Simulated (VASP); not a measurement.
# PbS in VASP: further runs, part 2 of 2

VASP 6.6.1. Earlier steps stand in the parts before.

**4. Electric field gradients, PBE (zz strain of -1 %)**

INCAR

```
SYSTEM = PbS
PREC = Accurate
ENCUT = 520
EDIFF = 1E-8
ISMEAR = -1
SIGMA = 0.01
LREAL = .False.
LASPH = .True.
NELM = 100
ALGO = Normal
ISIF = 2
LWAVE = .False.
LCHARG = .False.
GGA = PE
LEFG = .True.
NBANDS = 17
```

KPOINTS

```
Automatic mesh
0
Gamma
  8 8 8
  0 0 0
```

POSCAR

```
PbS
1.0
    0.0000000000      2.9650000000      2.9353500000
    2.9650000000      0.0000000000      2.9353500000
    2.9650000000      2.9650000000      0.0000000000
Pb S
1 1
Direct
    0.0000000000      0.0000000000      0.0000000000
    0.5000000000      0.5000000000      0.5000000000
```

Potentials or basis: VASP PAW PBE potentials, release 64 (Pb_d, S).

Command:

```
$ cat potpaw_PBE.64/Pb_d/POTCAR potpaw_PBE.64/S/POTCAR > POTCAR
$ mpirun -np 1 vasp_std > vasp.out
```

OUTCAR:

```text
SYSTEM = PbS
   PREC = Accurate
   ENCUT = 520
   EDIFF = 1E-8
   ISMEAR = -1
   LREAL = .False.
   LASPH = .True.
   NELM = 100
   ISIF = 2
   GGA = PE

 ion  position               nearest neighbor table
   1  0.000  0.000  0.000-   2 2.94   2 2.94   2 2.96   2 2.96   2 2.96   2 2.96
   2  0.500  0.500  0.500-   1 2.94   1 2.94   1 2.96   1 2.96   1 2.96   1 2.96

  LATTYP: Found a body centered tetragonal cell.
 ALAT       =     4.1931432124
 C/A-ratio  =     1.4000714267

  Lattice vectors:

 A1 = (   0.0000000000,  -2.9650000000,  -2.9353500000)
 A2 = (   0.0000000000,   2.9650000000,  -2.9353500000)
 A3 = (   2.9650000000,   0.0000000000,   2.9353500000)

Analysis of symmetry for initial positions (statically):
=====================================================================
 Subroutine PRICEL returns:
 Original cell was already a primitive cell.

 Routine SETGRP: Setting up the symmetry group for a
 body centered tetragonal supercell.

 Subroutine GETGRP returns: Found 16 space group operations
 (whereof 16 operations were pure point group operations)
 out of a pool of 16 trial point group operations.

The static configuration has the point symmetry D_4h.

Analysis of symmetry for dynamics (positions and initial velocities):
=====================================================================
 Subroutine PRICEL returns:
 Original cell was already a primitive cell.

 Routine SETGRP: Setting up the symmetry group for a
 body centered tetragonal supercell.

 Subroutine GETGRP returns: Found 16 space group operations
 (whereof 16 operations were pure point group operations)
 out of a pool of 16 trial point group operations.
[... 151 lines left out ...]
 cond. band min:       6.3020709682   @ k =   0.5000   0.0000   0.0000
 fundamental gap:      0.3209419004
 Fermi energy:         6.1418587732

 k-point     1 :       0.0000    0.0000    0.0000
  band No.  band energies     occupation
      1     -10.8780      2.00000
      2     -10.8755      2.00000
      3     -10.8755      2.00000
      4     -10.8637      2.00000
      5     -10.8568      2.00000
      6      -7.7307      2.00000
[... 457 lines left out ...]
      4     -10.8460      2.00000
      5     -10.8299      2.00000
      6      -6.7831      2.00000
[... 9 lines left out ...]
     16      15.6837      0.00000
     17      17.7454      0.00000

 [... further k-points ...]
[... 5 lines left out ...]
  --------------------------------------------------------------------------------------
  -------------------------------------------------------------------------------------
  Total        0.7712538      0.7712538      1.2245265      0.0000000     -0.0000000      0.0000000
  in kB       23.9424517     23.9424517     38.0136434      0.0000000     -0.0000000      0.0000000
  external PRESSURE =      28.6328489 kB  Pullay stress =       0.0000000 kB

 VOLUME and BASIS-vectors are now :
 -----------------------------------------------------------------------------
  energy-cutoff  :      520.00
  volume of cell :       51.61
      direct lattice vectors                 reciprocal lattice vectors
     0.000000000  2.965000000  2.935350000    -0.168634064  0.168634064  0.170337438
     2.965000000  0.000000000  2.935350000     0.168634064 -0.168634064  0.170337438
     2.965000000  2.965000000  0.000000000     0.168634064  0.168634064 -0.170337438

 POSITION                                       TOTAL-FORCE (eV/Angst)
 -----------------------------------------------------------------------------------
      0.00000      0.00000      0.00000         0.000000      0.000000      0.000000
      2.96500      2.96500      2.93535         0.000000     -0.000000     -0.000000
 -----------------------------------------------------------------------------------
    total drift:                                0.000000     -0.000000     -0.000000

  FREE ENERGIE OF THE ION-ELECTRON SYSTEM (eV)
  ---------------------------------------------------
  free  energy   TOTEN  =        -8.7455348131 eV

  energy  without entropy=       -8.7455348125  energy(sigma->0) =       -8.74553481

 Electric field gradients (V/A^2)
---------------------------------------------------------------------
 ion       V_xx      V_yy      V_zz      V_xy      V_xz      V_yz
---------------------------------------------------------------------
   1      15.087    15.087   -30.173    -0.001    -0.001    -0.001
   2       0.631     0.631    -1.262    -0.000    -0.000    -0.000
---------------------------------------------------------------------

 Electric field gradients after diagonalization (V/A^2)
 (convention: |V_zz| > |V_xx| > |V_yy|)
----------------------------------------------------------------------
 ion       V_xx      V_yy      V_zz     asymmetry (V_yy - V_xx)/ V_zz
----------------------------------------------------------------------
   1      15.088    15.086   -30.173       0.000
   2       0.631     0.631    -1.262       0.001
----------------------------------------------------------------------

           NMR quadrupolar parameters

 Cq : quadrupolar parameter    Cq=e*Q*V_zz/h
 eta: asymmetry parameters     (V_yy - V_xx)/ V_zz
 Q  : nuclear electric quadrupole moment in mb (millibarn)
----------------------------------------------------------------------
 ion       Cq(MHz)       eta       Q (mb)
----------------------------------------------------------------------
   1      -0.073       0.000       1.000
   2      -0.003       0.001       1.000
----------------------------------------------------------------------
```

OSZICAR:

```text
N       E                     dE             d eps       ncg     rms          rms(c)
DAV:   1     0.159651953161E+03    0.15965E+03   -0.96490E+03  2038   0.124E+03
DAV:   2     0.339287494259E+01   -0.15626E+03   -0.15006E+03  2123   0.319E+02
DAV:   3    -0.889358650787E+01   -0.12286E+02   -0.12201E+02  2617   0.929E+01
DAV:   4    -0.920899092229E+01   -0.31540E+00   -0.31503E+00  2633   0.159E+01
DAV:   5    -0.921936384006E+01   -0.10373E-01   -0.10372E-01  2931   0.286E+00    0.473E+00
DAV:   6    -0.874201275845E+01    0.47735E+00   -0.13445E+00  3203   0.798E+00    0.333E+00
DAV:   7    -0.874222296664E+01   -0.21021E-03   -0.14396E-01  2485   0.191E+00    0.188E+00
DAV:   8    -0.874577144064E+01   -0.35485E-02   -0.15842E-02  2411   0.137E+00    0.217E-01
DAV:   9    -0.874535812410E+01    0.41332E-03   -0.31317E-03  3193   0.498E-01    0.861E-02
DAV:  10    -0.874552456118E+01   -0.16644E-03   -0.34975E-04  2311   0.117E-01    0.505E-02
DAV:  11    -0.874553386342E+01   -0.93022E-05   -0.64234E-05  2810   0.873E-02    0.194E-02
DAV:  12    -0.874553466568E+01   -0.80225E-06   -0.44704E-06  2636   0.206E-02    0.213E-03
DAV:  13    -0.874553472070E+01   -0.55023E-07   -0.19289E-07  2758   0.384E-03    0.148E-03
DAV:  14    -0.874553478539E+01   -0.64687E-07   -0.10936E-07  2365   0.179E-03    0.672E-04
DAV:  15    -0.874553480213E+01   -0.16749E-07   -0.20230E-09  2233   0.577E-04    0.207E-04
DAV:  16    -0.874553481419E+01   -0.12051E-07   -0.74747E-10  1449   0.230E-04    0.801E-05
DAV:  17    -0.874553481310E+01    0.10884E-08   -0.12577E-10  1336   0.154E-04
   1 F= -.87455348E+01 E0= -.87455348E+01  d E =-.572089E-09
```

stdout:

```text
POSCAR found type information on POSCAR PbS
 POSCAR found :  2 types and       2 ions
 scaLAPACK will be used
 LDA part: xc-table for (Slater+PW92), standard interpolation
 POSCAR, INCAR and KPOINTS ok, starting setup
 FFT: planning ... GRIDC
 FFT: planning ... GRID_SOFT
 FFT: planning ... GRID
 WAVECAR not read
 entering main loop
ion   1

ion   2
```

Wall time 27 s (1 thread of Intel Xeon 6975P-C (Granite Rapids), shared host); peak memory 0.2 GiB.

What came out:

```yaml
Free_energy: -8.7455 eV
Pressure: 2.9 GPa
Band_gap_on_the_k_mesh: 0.32 eV, direct
```

Stress tensor (GPa, compression positive):
```
2.39 0.00 0.00
0.00 2.39 0.00
0.00 0.00 3.80
```

Electric field gradients, principal values (V/Å²):
```
atom   least  middle  greatest (by size)
1 Pb  15.086  15.088             -30.173
 2 S   0.631   0.631              -1.262
```

Caveat: the cell differs from its parent crystal (zz strain of -1 %); without QUAD_EFG the Cq values of the log hold for a quadrupole moment of 1 mb, not for the nuclei; spin-orbit coupling is left out, which moves the levels of the heavy elements. A k mesh can miss the band edges.

**5. The runs side by side**

| task | cell | k mesh for the DOS | occupations for the DOS | gap on the mesh (eV) | pressure (GPa) |
| --- | --- | --- | --- | --- | --- |
| density of states | a = 4.193 Å, angles 60.0°, 2 atoms | 12 × 12 × 12 | tetrahedron | - | - |
| electric field gradients | a = 4.151, b = 4.151, c = 4.193 Å, angles 59.7, 59.7, 60.7°, 2 atoms | - | - | 0.27 | 3.6 |
| electric field gradients | a = 4.172, b = 4.172, c = 4.193 Å, angles 59.8, 59.8, 60.3°, 2 atoms | - | - | 0.32 | 2.9 |

Alike in all rows: level PBE; potentials or basis VASP PAW PBE potentials, release 64 (Pb_d, S); no spin polarisation; k mesh 8 × 8 × 8; cutoff (eV) 520; smearing fermi-dirac 0.01 eV.

Caveats: spin-orbit coupling is left out, which moves the levels of the heavy elements.

Absolute energies hang on the potentials; compare differences alone.
